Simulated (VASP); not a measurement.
# NaF (Villiaumite) in VASP: notebook, part 2 of 2

VASP 6.6.1. The steps go on from the part before.

## Step 3: Single point, LDA (equal xy, yz and zx engineering shears of +0.5 %)

File INCAR:

```
SYSTEM = NaF
PREC = Accurate ; ENCUT = 520
EDIFF = 1E-6 ; ISMEAR = 0
SIGMA = 0.01 ; LREAL = .FALSE.
LASPH = .TRUE. ; NELM = 60
ALGO = Normal ; ISIF = 2
LWAVE = .FALSE. ; LCHARG = .FALSE.
NBANDS = 14
```

File KPOINTS:

```
regular mesh
0
G
  10 10 10
  0 0 0
```

File POSCAR:

```
NaF
1.0
    0.0112589061      2.2574106733      2.2574106733
    2.2574106733      0.0112589061      2.2574106733
    2.2574106733      2.2574106733      0.0112589061
Na F
1 1
Direct
    0.0000000000      0.0000000000      0.0000000000
    0.5000000000      0.5000000000      0.5000000000
```

Potentials or basis: VASP PAW LDA potentials, release 64 (Na_pv, F).

Launch:

```
> cat potpaw_LDA.64/Na_pv/POTCAR potpaw_LDA.64/F/POTCAR > POTCAR
> mpirun -np 1 vasp_std > vasp.out
```

It took 17 s on 1 thread of Intel Xeon Platinum 8488C (Sapphire Rapids), shared host; peak memory 0.14 GiB.

The run converged. Its results:

```
Free energy            : -9.3324 eV
Pressure               : -0.1 GPa
Band gap on the k mesh : 6.42 eV, direct
```

Stress tensor (GPa, compression positive):
```
-0.06 -0.15 -0.15
-0.15 -0.06 -0.15
-0.15 -0.15 -0.06
```

Levels at points of the mesh, in eV from the valence-band top:
| k point | band 3 | band 4 | band 5 | band 6 | band 7 | band 8 | band 9 | band 10 | band 11 | band 12 |
| --- | --- | --- | --- | --- | --- | --- | --- | --- | --- | --- |
| (0.00, 0.00, 0.00) | -18.53 | -18.53 | -0.02 | 0.00 | 0.00 | 6.42 | 18.99 | 19.18 | 19.18 | 22.11 |
| (0.50, 0.00, 0.00) | -18.55 | -17.61 | -1.87 | -0.34 | -0.32 | 10.90 | 12.84 | 20.51 | 20.61 | 23.38 |
| (0.50, 0.50, 0.00) | -18.61 | -18.59 | -1.47 | -0.48 | -0.46 | 13.10 | 13.46 | 14.09 | 20.37 | 20.50 |
| (0.50, 0.50, 0.50) | -18.55 | -17.61 | -1.88 | -0.31 | -0.31 | 10.90 | 12.75 | 20.67 | 20.67 | 23.50 |

Caveat: the cell differs from its parent crystal (equal xy, yz and zx engineering shears of +0.5 %).

## Step 4: Single point, LDA (atom 1 moved by [0.01, 0.01, 0.01] A)

File INCAR:

```
SYSTEM = NaF
PREC = Accurate
ENCUT = 520
EDIFF = 1E-7
ISMEAR = 0
SIGMA = 0.01
LREAL = .False.
LASPH = .True.
NELM = 60
ALGO = Normal
ISIF = 2
LWAVE = .False.
LCHARG = .False.
GGA = CA
NBANDS = 14
```

File KPOINTS:

```
regular mesh
0
Gamma
  10 10 10
  0 0 0
```

File POSCAR:

```
NaF
1.0
    0.0000000000      2.2517812203      2.2517812203
    2.2517812203      0.0000000000      2.2517812203
    2.2517812203      2.2517812203      0.0000000000
Na F
1 1
Direct
    0.0022204644      0.0022204644      0.0022204644
    0.5000000000      0.5000000000      0.5000000000
```

Launch:

```
> cat potpaw_LDA.64/Na_pv/POTCAR potpaw_LDA.64/F/POTCAR > POTCAR
> mpirun -np 1 vasp_std > vasp.out
```

It took 14 s on 1 thread of Intel Xeon Platinum 8488C (Sapphire Rapids), shared host; peak memory 0.14 GiB.

The run converged. Its results:

| Item | Value |
| --- | --- |
| Free energy | -9.3322 eV |
| Pressure | 0.0 GPa |
| Largest force | 0.052 eV/Å |
| Band gap on the k mesh | 6.43 eV, direct |

Forces on the atoms (eV/Å):
```
Na  -0.030 -0.030 -0.030
F    0.030  0.030  0.030
```

Levels at points of the mesh, in eV from the valence-band top:
| k point | band 5 | band 6 | band 7 | band 8 | band 9 | band 10 |
| --- | --- | --- | --- | --- | --- | --- |
| (0.00, 0.00, 0.00) | 0.00 | 0.00 | 0.00 | 6.43 | 19.13 | 19.13 |
| (0.50, 0.00, 0.00) | -1.86 | -0.31 | -0.31 | 10.91 | 12.83 | 20.59 |
| (0.50, 0.50, 0.50) | -1.86 | -0.31 | -0.31 | 10.91 | 12.83 | 20.59 |
| (0.50, 0.50, 0.00) | -1.47 | -0.46 | -0.46 | 13.11 | 13.46 | 14.10 |

Caveat: the cell differs from its parent crystal (atom 1 moved by [0.01, 0.01, 0.01] A). A k mesh can miss the band edges.

## Step 5: Single point, LDA (atom 1 moved by [-0.01, -0.01, -0.01] A)

File INCAR:

```
SYSTEM = NaF
PREC     = Accurate       ! precision mode
ENCUT    = 520            ! plane-wave cutoff, eV
EDIFF    = 1E-6           ! SCF threshold, eV
ISMEAR   = 0              ! smearing method
SIGMA    = 0.01           ! smearing width, eV
LREAL    = .False.        ! projectors in reciprocal space
LASPH    = .True.         ! aspherical terms in the spheres
NELM     = 60             ! most SCF steps
ALGO     = Normal         ! electronic algorithm
ISIF     = 2              ! what is computed and relaxed
LWAVE    = .False.        ! write WAVECAR
LCHARG   = .False.        ! write CHGCAR
NBANDS   = 14             ! bands
```

File KPOINTS:

```
Automatic mesh
0
Gamma
  10 10 10
  0 0 0
```

POSCAR, as its differences from that of step 4:

```diff
@@ -8,3 +8,3 @@
 Direct
-    0.0022204644      0.0022204644      0.0022204644
+   -0.0022204644     -0.0022204644     -0.0022204644
     0.5000000000      0.5000000000      0.5000000000
```

Potentials or basis: VASP PAW LDA potentials, release 64 (Na_pv, F).

Launch:

```
> cat potpaw_LDA.64/Na_pv/POTCAR potpaw_LDA.64/F/POTCAR > POTCAR
> mpirun -np 1 vasp_std > vasp.out
```

OUTCAR:

```text
SYSTEM = NaF
   PREC = Accurate
   ENCUT = 520
   EDIFF = 1E-6
   ISMEAR = 0
   LREAL = .False.
   LASPH = .True.
   NELM = 60
   ISIF = 2

 ion  position               nearest neighbor table
   1  0.998  0.998  0.998-   2 2.24   2 2.24   2 2.24   2 2.26   2 2.26   2 2.26
   2  0.500  0.500  0.500-   1 2.24   1 2.24   1 2.24   1 2.26   1 2.26   1 2.26

  LATTYP: Found a face centered cubic cell.
 ALAT       =     4.5035624406

  Lattice vectors:

 A1 = (   0.0000000000,   2.2517812203,   2.2517812203)
 A2 = (   2.2517812203,   0.0000000000,   2.2517812203)
 A3 = (   2.2517812203,   2.2517812203,   0.0000000000)

Analysis of symmetry for initial positions (statically):
[... 5 lines left out ...]
 face centered cubic supercell.

 Subroutine GETGRP returns: Found  6 space group operations
 (whereof  6 operations were pure point group operations)
 out of a pool of 48 trial point group operations.

The static configuration has the point symmetry C_3v.

Analysis of symmetry for dynamics (positions and initial velocities):
[... 5 lines left out ...]
 face centered cubic supercell.

 Subroutine GETGRP returns: Found  6 space group operations
 (whereof  6 operations were pure point group operations)
 out of a pool of 48 trial point group operations.

The dynamic configuration has the point symmetry C_3v.

[... 154 lines left out ...]
  band No.  band energies     occupation
      1     -21.0369      2.00000
      2     -20.6366      2.00000
      3     -20.6366      2.00000
      4     -20.6357      2.00000
      5      -2.1144      2.00000
      6      -2.1144      2.00000
      7      -2.1143      2.00000
      8       4.3179      0.00000
      9      17.0111      0.00000
     10      17.0111      0.00000
     11      17.0125      0.00000
     12      20.0059      0.00000
     13      22.3341      0.00000
     14      22.3341      0.00000
[... 377 lines left out ...]
      1     -21.7084      2.00000
      2     -20.6666      2.00000
      3     -20.6583      2.00000
      4     -19.7662      2.00000
      5      -3.8872      2.00000
      6      -2.5182      2.00000
      7      -2.4438      2.00000
      8       8.9486      0.00000
      9      10.8298      0.00000
     10      17.4305      0.00000
     11      18.4068      0.00000
     12      20.4135      0.00000
     13      21.8562      0.00000
     14      23.7742      0.00000

 [... further k-points ...]
[... 5 lines left out ...]
  --------------------------------------------------------------------------------------
  -------------------------------------------------------------------------------------
  Total       -0.0070682     -0.0070682     -0.0070682     -0.0005116     -0.0005116     -0.0005116
  in kB       -0.4959161     -0.4959161     -0.4959161     -0.0358915     -0.0358915     -0.0358915
  external PRESSURE =      -0.4959161 kB  Pullay stress =       0.0000000 kB

 VOLUME and BASIS-vectors are now :
 -----------------------------------------------------------------------------
  energy-cutoff  :      520.00
  volume of cell :       22.84
      direct lattice vectors                 reciprocal lattice vectors
     0.000000000  2.251781220  2.251781220    -0.222046438  0.222046438  0.222046438
     2.251781220  0.000000000  2.251781220     0.222046438 -0.222046438  0.222046438
     2.251781220  2.251781220  0.000000000     0.222046438  0.222046438 -0.222046438

 POSITION                                       TOTAL-FORCE (eV/Angst)
 -----------------------------------------------------------------------------------
      4.49356      4.49356      4.49356         0.029835      0.029835      0.029835
      2.25178      2.25178      2.25178        -0.029835     -0.029835     -0.029835
 -----------------------------------------------------------------------------------
    total drift:                                0.000107      0.000107      0.000107

  FREE ENERGIE OF THE ION-ELECTRON SYSTEM (eV)
  ---------------------------------------------------
  free  energy   TOTEN  =        -9.3321569032 eV

  energy  without entropy=       -9.3321569032  energy(sigma->0) =       -9.33215690
```

stdout:

```text
POSCAR found type information on POSCAR NaF
 POSCAR found :  2 types and       2 ions
 scaLAPACK will be used
 LDA part: xc-table for (Slater(with rela. corr.)+CA(PZ))
 , standard interpolation
 POSCAR, INCAR and KPOINTS ok, starting setup
 FFT: planning ... GRIDC
 FFT: planning ... GRID_SOFT
 FFT: planning ... GRID
 WAVECAR not read
 entering main loop
```

It took 13 s on 1 thread of Intel Xeon Platinum 8488C (Sapphire Rapids), shared host; peak memory 0.14 GiB.

Results:

- Free energy: -9.3322 eV
- Pressure: 0.0 GPa
- Largest force: 0.052 eV/Å
- Band gap on the k mesh: 6.43 eV, direct

Forces in eV/Å, atoms in the order of the input:
```
Na   0.030  0.030  0.030
F   -0.030 -0.030 -0.030
```

Caveat: the cell differs from its parent crystal (atom 1 moved by [-0.01, -0.01, -0.01] A).

## Step 6: Overview

```tsv
cell	gap on the mesh (eV)	pressure (GPa)
a = 3.177 Å, angles 60.3°, 2 atoms	6.42	-0.1
a = 3.192 Å, angles 59.7°, 2 atoms	6.42	-0.1
a = 3.184 Å, angles 60.0°, 2 atoms	6.43	0.0
```

Alike in all rows: task single point; level LDA; potentials or basis VASP PAW LDA potentials, release 64 (Na_pv, F); no spin polarisation; k mesh 10 × 10 × 10; cutoff (eV) 520; smearing gaussian 0.01 eV.

Absolute energies hang on the potentials; compare differences alone.
